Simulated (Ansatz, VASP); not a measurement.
**ZnS: VASP beside Ansatz**

File INCAR:

```
SYSTEM = ZnS
ALGO = Normal
EDIFF = 1E-6
ENCUT = 520
GGA = PE
ISIF = 2
ISMEAR = 0
LASPH = .True.
LCHARG = .False.
LREAL = .False.
LWAVE = .False.
NBANDS = 16
NELM = 60
PREC = Accurate
SIGMA = 0.02
```

Contents of KPOINTS:

```
k-points
0
Gamma
  8 8 8
  0 0 0
```

POSCAR

```
ZnS
1.0
    0.0000000000      2.7211787029      2.7211787029
    2.7211787029      0.0000000000      2.7211787029
    2.7211787029      2.7211787029      0.0000000000
Zn S
1 1
Direct
    0.0000000000      0.0000000000      0.0000000000
    0.2500000000      0.2500000000      0.2500000000
```

Input for Ansatz:

```yaml
crystal:
  lattice:
    - [0.0, 2.7211787029, 2.7211787029]
    - [2.7211787029, 0.0, 2.7211787029]
    - [2.7211787029, 2.7211787029, 0.0]
  atoms:
    - { symbol: Zn, position: [0.0, 0.0, 0.0] }
    - { symbol: S, position: [0.25, 0.25, 0.25] }
basis:
  ecutwfc: 420
  xc_grid: 2
kpoints:
  mp_grid: { grid: [8, 8, 8] }
  band_path: { path: [VBM, CBM], npoints: 2 }
hamiltonian:
  xc: pbe
scf:
  occupations: { method: gaussian, width: 0.02 }
output:
  forces: true
  stress: true
  eigenvalues: true
```

Alike in both runs: task single point; functional PBE; k mesh 8 × 8 × 8; occupations gaussian, width 0.02 eV; no spin polarisation.

```csv
,VASP,Ansatz
version,VASP 6.6.1,Ansatz 0.2.0
potentials or method,"VASP PAW PBE potentials, release 64 (Zn, S), cutoff 520 eV","scalar-relativistic, plane waves, PAW"
valence electrons in the cell,18,18
```

```csv
,VASP,Ansatz,Ansatz less VASP
gap on the k mesh at the Fermi level (eV),2.02,2.02,-0.004
least direct gap on the mesh (eV),2.02,2.02,-0.004
pressure (GPa),0.2,0.0,-0.15
```
